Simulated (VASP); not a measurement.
Runs of VASP 6.6.1 on SiC. The structure is that of space group F-43m (No. 216), or close to it. The cells are those of the table. 

| cell | gap on the mesh (eV) | pressure (GPa) | largest force (eV/Å) |
| --- | --- | --- | --- |
| a = 3.081, b = 3.138 Å, angles 59.4, 58.8, 59.4°, 2 atoms | 1.55 | 0.2 | 0.29 |
| a = 3.081, b = 2.988 Å, angles 61.0, 62.0, 61.0°, 2 atoms | 1.40 | 0.9 | 0.46 |
| a = 3.081, b = 3.150 Å, angles 59.3, 58.5, 59.3°, 2 atoms | 1.50 | 0.4 | 0.34 |
| a = 3.080, b = 3.103 Å, angles 59.8, 59.5, 59.8°, 2 atoms | 1.67 | -0.1 | 0.11 |
| a = 3.081, b = 3.161 Å, angles 59.1, 58.3, 59.1°, 2 atoms | (b) | 0.6 | 0.40 |
| a = 3.080, b = 3.092 Å, angles 59.9, 59.8, 59.9°, 2 atoms | 1.70 | -0.1 | 0.06 |
| a = 3.080, b = 3.115 Å, angles 59.6, 59.3, 59.6°, 2 atoms | 1.64 | 0.0 | 0.17 |
| a = 3.081, b = 3.034 Å, angles 60.5, 61.0, 60.5°, 2 atoms | (c) | (d) | (a) |

Alike in all rows: task single point; level r2SCAN; potentials or basis VASP PAW PBE potentials, release 64 (Si, C); no spin polarisation; k mesh 10 × 10 × 10; cutoff (eV) 520; smearing gaussian 0.05 eV.

Q: Fill in the values left out.

A: (a) 0.23; (b) 1.45; (c) 1.60; (d) 0.1.

Caveats: the PAW data sets were made with another functional, which shifts forces and pressure a little.

A k mesh can miss the band edges.
